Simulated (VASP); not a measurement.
# HfS2 (P-3m1) in VASP: further runs, part 2 of 2

VASP 6.6.1. Earlier steps stand in the parts before.

### Step 3. Phonons, PBE+D3(BJ) (22.08 Å³/atom)

This run uses another cell than the first one, of 22.08 Å³/atom.

INCAR

```
SYSTEM = HfS2
PREC = Accurate
ENCUT = 500
EDIFF = 1E-8
ISMEAR = 0
SIGMA = 0.01
LREAL = .FALSE.
LASPH = .TRUE.
NELM = 120
ALGO = Normal
ISIF = 2
LWAVE = .FALSE.
LCHARG = .FALSE.
GGA = PE
IVDW = 12
IBRION = 6
NFREE = 2
POTIM = 0.015
NSW = 1
GGA_COMPAT = .FALSE.
```

KPOINTS

```
regular mesh
0
G
  12 12 6
  0 0 0
```

POSCAR

```
HfS2
1.0
    3.6161177002      0.0000000000      0.0000000000
   -1.8080588501      3.1316497914      0.0000000000
    0.0000000000      0.0000000000      5.8501535153
Hf S
1 2
Direct
    0.0000000000      0.0000000000      0.0000000000
    0.6666666667      0.3333333333      0.7513695365
    0.3333333333      0.6666666667      0.2486304635
```

Potentials or basis: VASP PAW PBE potentials, release 64 (Hf_pv, S).

Started as:

```bash
cat potpaw_PBE.64/Hf_pv/POTCAR potpaw_PBE.64/S/POTCAR > POTCAR
mpirun -np 1 vasp_std > vasp.out
```

OUTCAR:

```text
SYSTEM = HfS2
   PREC = Accurate
   ENCUT = 500
   EDIFF = 1E-8
   ISMEAR = 0
   LREAL = .FALSE.
   LASPH = .TRUE.
   NELM = 120
   ISIF = 2
   GGA = PE
   IVDW = 12
   IBRION = 6
   NFREE = 2
   POTIM = 0.015
   NSW = 1
 IVDW          = 12

 ion  position               nearest neighbor table
   1  0.000  0.000  0.000-   2 2.54   3 2.54   3 2.54   2 2.54   2 2.54   3 2.54
   2  0.667  0.333  0.751-   1 2.54   1 2.54   1 2.54
   3  0.333  0.667  0.249-   1 2.54   1 2.54   1 2.54

  LATTYP: Found a hexagonal cell.
 ALAT       =     3.6161177002
 C/A-ratio  =     1.6177995299

  Lattice vectors:

 A1 = (   3.6161177002,   0.0000000000,   0.0000000000)
 A2 = (  -1.8080588501,   3.1316497914,   0.0000000000)
 A3 = (   0.0000000000,   0.0000000000,   5.8501535153)

Analysis of symmetry for initial positions (statically):
=====================================================================
 Subroutine PRICEL returns:
 Original cell was already a primitive cell.

 Routine SETGRP: Setting up the symmetry group for a
 hexagonal supercell.

 Subroutine GETGRP returns: Found 12 space group operations
 (whereof 12 operations were pure point group operations)
 out of a pool of 24 trial point group operations.

The static configuration has the point symmetry D_3d.

Analysis of symmetry for dynamics (positions and initial velocities):
=====================================================================
 Subroutine PRICEL returns:
 Original cell was already a primitive cell.

 Routine SETGRP: Setting up the symmetry group for a
 hexagonal supercell.

 Subroutine GETGRP returns: Found 12 space group operations
 (whereof 12 operations were pure point group operations)
 out of a pool of 24 trial point group operations.

The dynamic configuration has the point symmetry D_3d.

 Subroutine INISYM returns: Found 12 space group operations
 (whereof 12 operations are pure point group operations),
 and found     1 'primitive' translations

[... 487 lines left out ...]
 cond. band min:       4.4077579988   @ k =   0.5000   0.0000   0.5000
 fundamental gap:      0.9518200576
 Fermi energy:         3.5652146569

 k-point     1 :       0.0000    0.0000    0.0000
  band No.  band energies     occupation
      1     -27.3506      2.00000
      2     -27.2393      2.00000
      3     -27.2393      2.00000
      4      -9.7133      2.00000
      5      -7.9872      2.00000
      6      -1.4404      2.00000
      7       0.6957      2.00000
      8       0.6957      2.00000
      9       3.3469      2.00000
     10       3.3469      2.00000
     11       3.4530      2.00000
     12       5.4002      0.00000
     13       5.4002      0.00000
     14       5.9291      0.00000
[... 401 lines left out ...]
      2     -27.2894      2.00000
      3     -27.2506      2.00000
      4      -9.3547      2.00000
      5      -8.1051      2.00000
      6      -0.9290      2.00000
      7       0.4171      2.00000
      8       0.8159      2.00000
      9       1.6320      2.00000
     10       2.8016      2.00000
     11       3.2056      2.00000
     12       5.2281      0.00000
     13       6.1293      0.00000
     14       6.6216      0.00000
     15       8.3800      0.00000

 [... further k-points ...]

------------------------ aborting loop because EDIFF is reached ----------------------------------------

 Edisp (eV)   -0.99992

 E8    (eV) :    -0.4311
[... 26 lines left out ...]
  FREE ENERGIE OF THE ION-ELECTRON SYSTEM (eV)
  ---------------------------------------------------
  free  energy   TOTEN  =       -23.8814130621 eV

  energy  without entropy=      -23.8814130621  energy(sigma->0) =      -23.88141306

 INTERNAL STRAIN TENSORS FROM DISPLACED ATOMS
 ============================================

 INTERNAL STRAIN TENSOR FOR ION    1 for displacements in x,y,z  (eV/Angst):
          X           Y           Z          XY          YZ          ZX
  --------------------------------------------------------------------------------
  x     0.00000     0.00000     0.00000     0.00000     0.00000     0.00000
  y     0.00000     0.00000     0.00000     0.00000     0.00000     0.00000
  z     0.00000     0.00000     0.00000     0.00000     0.00000     0.00000

 INTERNAL STRAIN TENSOR FOR ION    3 for displacements in x,y,z  (eV/Angst):
          X           Y           Z          XY          YZ          ZX
  --------------------------------------------------------------------------------
  x     0.00000     0.00000     0.00000     3.43539     0.00000   -10.66103
  y     3.43539    -3.43539     0.00000     0.00000   -10.66104     0.00000
  z    -9.90712    -9.90712   -16.35282     0.00000     0.00000     0.00000

 Eigenvectors and eigenvalues of the dynamical matrix
 ----------------------------------------------------

   1 f  =    9.809609 THz    61.635594 2PiTHz  327.213351 cm-1    40.569267 meV
             X         Y         Z           dx          dy          dz
      0.000000  0.000000  0.000000     0.000000   -0.000000   -0.000000
      1.808059  1.043883  4.395627     0.000000   -0.000000   -0.707107
     -0.000000  2.087767  1.454526    -0.000000    0.000000    0.707107
[... 43 lines left out ...]
   9 f/i=    0.001344 THz     0.008444 2PiTHz    0.044830 cm-1     0.005558 meV
             X         Y         Z           dx          dy          dz
      0.000000  0.000000  0.000000    -0.000000   -0.000000   -0.857637
      1.808059  1.043883  4.395627    -0.000000   -0.000000   -0.363634
     -0.000000  2.087767  1.454526    -0.000000   -0.000000   -0.363634

 ELASTIC MODULI CONTR FROM IONIC RELAXATION (kBar)
 Direction    XX          YY          ZZ          XY          YZ          ZX
 --------------------------------------------------------------------------------
 XX        -450.6913   -301.3399   -620.6561     -0.0000    231.7407      0.0000
 YY        -301.3399   -450.6913   -620.6561     -0.0000   -231.7407      0.0000
 ZZ        -620.6561   -620.6561  -1024.4626     -0.0000      0.0000      0.0000
 XY          -0.0000     -0.0000     -0.0000    -74.6757      0.0000    231.7405
 YZ         231.7407   -231.7407      0.0000      0.0000   -719.1596     -0.0000
 ZX           0.0000      0.0000      0.0000    231.7405     -0.0000   -719.1584
 --------------------------------------------------------------------------------
```

stdout:

```text
POSCAR found type information on POSCAR HfS
 POSCAR found :  2 types and       3 ions
 scaLAPACK will be used
 LDA part: xc-table for (Slater+PW92), standard interpolation
 POSCAR, INCAR and KPOINTS ok, starting setup
 FFT: planning ... GRIDC
 FFT: planning ... GRID_SOFT
 FFT: planning ... GRID
 WAVECAR not read
 entering main loop
 Found     4 degrees of freedom:
 Finite differences POTIM= 0.01500 DOF=   4
 bond charge predicted
 Finite differences progress:
 bond charge predicted
 Finite differences progress:
 bond charge predicted
 Finite differences progress:
 bond charge predicted
 Finite differences progress:
 bond charge predicted
 Finite differences progress:
 bond charge predicted
 Finite differences progress:
 bond charge predicted
 Finite differences progress:
 bond charge predicted
 Finite differences progress:
```

Wall time 38 min (1 thread of Intel Xeon 8259CL, shared host); peak memory 0.7 GiB.

What came out:

```
Highest phonon frequency at Γ, LO-TO splitting left out : 327 cm⁻¹
Dispersion energy per atom                              : -0.333 eV
```

Phonon frequencies in cm⁻¹ (negative: imaginary):
| q point | frequencies |
| --- | --- |
| (0.000, 0.000, 0.000) | 0 0 0 147 147 255 255 303 327 |

Caveat: the cell stands under pressure or tension, which shifts response properties; spin-orbit coupling is left out, which moves the levels of the heavy elements.

### Step 4. Phonons, PBE+D3(BJ)

This run uses another cell than the first one, of 18.19 Å³/atom.

INCAR

```
SYSTEM = HfS2
ALGO     = Normal         ! electronic algorithm
EDIFF    = 1E-8           ! SCF threshold, eV
ENCUT    = 500            ! plane-wave cutoff, eV
GGA      = PE             ! functional
GGA_COMPAT= .False.      
IBRION   = 6              ! ionic algorithm
ISIF     = 2              ! what is computed and relaxed
ISMEAR   = -1             ! smearing method
IVDW     = 12             ! dispersion correction
LASPH    = .True.         ! aspherical terms in the spheres
LCHARG   = .False.        ! write CHGCAR
LREAL    = .False.        ! projectors in reciprocal space
LWAVE    = .False.        ! write WAVECAR
NBANDS   = 18             ! bands
NELM     = 120            ! most SCF steps
NFREE    = 2            
NSW      = 1              ! ionic steps
POTIM    = 0.015          ! step
PREC     = Accurate       ! precision mode
SIGMA    = 0.15           ! smearing width, eV
```

KPOINTS

```
k-points
0
Gamma
  12 12 8
  0 0 0
```

POSCAR

```
HfS2
1.0
    3.4553375990      0.0000000000      0.0000000000
   -1.7276687995      2.9924101394      0.0000000000
    0.0000000000      0.0000000000      5.2784261673
Hf S
1 2
Direct
    0.0000000000      0.0000000000      0.0000000000
    0.6666666667      0.3333333333      0.7188017748
    0.3333333333      0.6666666667      0.2811982252
```

Potentials or basis: VASP PAW PBE potentials, release 64 (Hf_pv, S).

Started as:

```bash
cat potpaw_PBE.64/Hf_pv/POTCAR potpaw_PBE.64/S/POTCAR > POTCAR
mpirun -np 1 vasp_std > vasp.out
```

OUTCAR:

```text
SYSTEM = HfS2
   EDIFF = 1E-8
   ENCUT = 500
   GGA = PE
   IBRION = 6
   ISIF = 2
   ISMEAR = -1
   IVDW = 12
   LASPH = .True.
   LREAL = .False.
   NELM = 120
   NFREE = 2
   NSW = 1
   POTIM = 0.015
   PREC = Accurate
 IVDW          = 12

 ion  position               nearest neighbor table
   1  0.000  0.000  0.000-   2 2.49   3 2.49   2 2.49   3 2.49   2 2.49   3 2.49
   2  0.667  0.333  0.719-   1 2.49   1 2.49   1 2.49
   3  0.333  0.667  0.281-   1 2.49   1 2.49   1 2.49

  LATTYP: Found a hexagonal cell.
 ALAT       =     3.4553375990
 C/A-ratio  =     1.5276151797

  Lattice vectors:

 A1 = (   3.4553375990,   0.0000000000,   0.0000000000)
 A2 = (  -1.7276687995,   2.9924101394,   0.0000000000)
 A3 = (   0.0000000000,   0.0000000000,   5.2784261673)

Analysis of symmetry for initial positions (statically):
[... 1024 lines left out ...]

 [... further k-points ...]

------------------------ aborting loop because EDIFF is reached ----------------------------------------

 Edisp (eV)   -1.23608

 E8    (eV) :    -0.5359
[... 26 lines left out ...]
  FREE ENERGIE OF THE ION-ELECTRON SYSTEM (eV)
  ---------------------------------------------------
  free  energy   TOTEN  =       -23.6137321411 eV

  energy  without entropy=      -23.5956060405  energy(sigma->0) =      -23.60466909

 INTERNAL STRAIN TENSORS FROM DISPLACED ATOMS
 ============================================

 INTERNAL STRAIN TENSOR FOR ION    1 for displacements in x,y,z  (eV/Angst):
          X           Y           Z          XY          YZ          ZX
  --------------------------------------------------------------------------------
  x     0.00000     0.00000     0.00000     0.00000     0.00000     0.00000
  y     0.00000     0.00000     0.00000     0.00000     0.00000     0.00000
  z     0.00000     0.00000     0.00000     0.00000     0.00000     0.00000

 INTERNAL STRAIN TENSOR FOR ION    3 for displacements in x,y,z  (eV/Angst):
          X           Y           Z          XY          YZ          ZX
  --------------------------------------------------------------------------------
  x     0.00000     0.00000     0.00000     4.68512     0.00000   -11.40256
  y     4.68512    -4.68512     0.00000     0.00000   -11.40256     0.00000
  z   -11.67686   -11.67686   -15.31549     0.00000    -0.00000     0.00000

 Eigenvectors and eigenvalues of the dynamical matrix
 ----------------------------------------------------

   1 f  =   11.490876 THz    72.199300 2PiTHz  383.294351 cm-1    47.522421 meV
             X         Y         Z           dx          dy          dz
      0.000000  0.000000  0.000000    -0.000000   -0.000000   -0.000000
      1.727669  0.997470  3.794142    -0.000000   -0.000000   -0.707107
     -0.000000  1.994940  1.484284     0.000000    0.000000    0.707107
[... 43 lines left out ...]
   9 f/i=    0.001139 THz     0.007155 2PiTHz    0.037984 cm-1     0.004709 meV
             X         Y         Z           dx          dy          dz
      0.000000  0.000000  0.000000    -0.284075    0.809191    0.000000
      1.727669  0.997470  3.794142    -0.120463    0.343139    0.000000
     -0.000000  1.994940  1.484284    -0.120463    0.343139    0.000000

 ELASTIC MODULI CONTR FROM IONIC RELAXATION (kBar)
 Direction    XX          YY          ZZ          XY          YZ          ZX
 --------------------------------------------------------------------------------
 XX        -605.2859   -318.8960   -606.0831     -0.0000    348.5055      0.0000
 YY        -318.8960   -605.2859   -606.0831     -0.0000   -348.5055      0.0000
 ZZ        -606.0831   -606.0831   -794.9447     -0.0000     -0.0000      0.0000
 XY          -0.0000     -0.0000     -0.0000   -143.1949      0.0000    348.5054
 YZ         348.5055   -348.5055     -0.0000      0.0000   -848.1870     -0.0000
 ZX           0.0000      0.0000      0.0000    348.5054     -0.0000   -848.1863
 --------------------------------------------------------------------------------
```

OSZICAR:

```text
N       E                     dE             d eps       ncg     rms          rms(c)
DAV:   1     0.861026554780E+02    0.86103E+02   -0.10834E+04  4716   0.108E+03
[... 99 lines left out ...]
DAV:   2    -0.223777966181E+02   -0.28443E-02   -0.36654E-02  6036   0.110E+00    0.656E-01
DAV:   3    -0.223776702019E+02    0.12642E-03   -0.84807E-04  6048   0.172E-01    0.269E-01
DAV:   4    -0.223776508962E+02    0.19306E-04   -0.13891E-04  5718   0.627E-02    0.920E-02
DAV:   5    -0.223776499914E+02    0.90487E-06   -0.15167E-05  6178   0.236E-02    0.202E-02
DAV:   6    -0.223776490281E+02    0.96327E-06   -0.23022E-06  5468   0.861E-03    0.140E-02
DAV:   7    -0.223776489110E+02    0.11710E-06   -0.11727E-06  5422   0.540E-03    0.444E-03
DAV:   8    -0.223776489097E+02    0.13124E-08   -0.13215E-07  5884   0.199E-03    0.234E-03
DAV:   9    -0.223776489108E+02   -0.10948E-08   -0.60725E-09  2854   0.496E-04
   9 F= -.23613732E+02 E0= -.23604669E+02  d E =-.181261E-01
```

stdout:

```text
POSCAR found type information on POSCAR HfS
 POSCAR found :  2 types and       3 ions
 scaLAPACK will be used
 LDA part: xc-table for (Slater+PW92), standard interpolation
 POSCAR, INCAR and KPOINTS ok, starting setup
 FFT: planning ... GRIDC
 FFT: planning ... GRID_SOFT
 FFT: planning ... GRID
 WAVECAR not read
 entering main loop
 Found     4 degrees of freedom:
 Finite differences POTIM= 0.01500 DOF=   4
 bond charge predicted
 Finite differences progress:
 bond charge predicted
 Finite differences progress:
 bond charge predicted
 Finite differences progress:
 bond charge predicted
 Finite differences progress:
 bond charge predicted
 Finite differences progress:
 bond charge predicted
 Finite differences progress:
 bond charge predicted
 Finite differences progress:
 bond charge predicted
 Finite differences progress:
```

Run time: 44 min. Hardware: 1 thread of Intel Xeon 8259CL, shared host; peak memory 0.83 GiB.

Results:

```
Highest phonon frequency at Γ, LO-TO splitting left out : 383 cm⁻¹
Dispersion energy per atom                              : -0.412 eV
```

Phonon frequencies in cm⁻¹ (negative: imaginary):
| q point | frequencies |
| --- | --- |
| (0.000, 0.000, 0.000) | 0 0 0 183 183 276 276 340 383 |

Caveat: the cell stands under pressure or tension, which shifts response properties; spin-orbit coupling is left out, which moves the levels of the heavy elements.
